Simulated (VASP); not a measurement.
A run of VASP 6.6.1 is set up as follows.

Contents of INCAR:

```
SYSTEM = Cu
PREC = Accurate
ENCUT = 700
EDIFF = 1E-6
ISMEAR = 0
SIGMA = 0.15
LREAL = .FALSE.
LASPH = .TRUE.
NELM = 120
ALGO = Normal
ISIF = 2
LWAVE = .FALSE.
LCHARG = .FALSE.
GGA = PS
NBANDS = 16
GGA_COMPAT = .FALSE.
```

Contents of KPOINTS:

```
regular mesh
0
G
  24 24 24
  0 0 0
```

The input POSCAR:

```
Cu
1.0
   -1.4427933200      1.4427933200      1.3347990065
    1.4427933200     -1.4427933200      1.3347990065
    1.4427933200      1.4427933200     -1.3347990065
Cu
1
Direct
    0.0000000000      0.0000000000      0.0000000000
```

Potentials or basis: VASP PAW PBE potentials, release 64 (Cu_sv_GW).

Launch:

```sh
$ cat potpaw_PBE.64/Cu_sv_GW/POTCAR > POTCAR
$ mpirun -np 1 vasp_std > vasp.out
```

(1) Predict the pressure.

Answers

(1) -0.3 GPa.

Caveat: the cell differs from its parent crystal (strain +0.000 along x and y, -0.030 along z); the PAW data sets were made with another functional, which shifts forces and pressure a little.
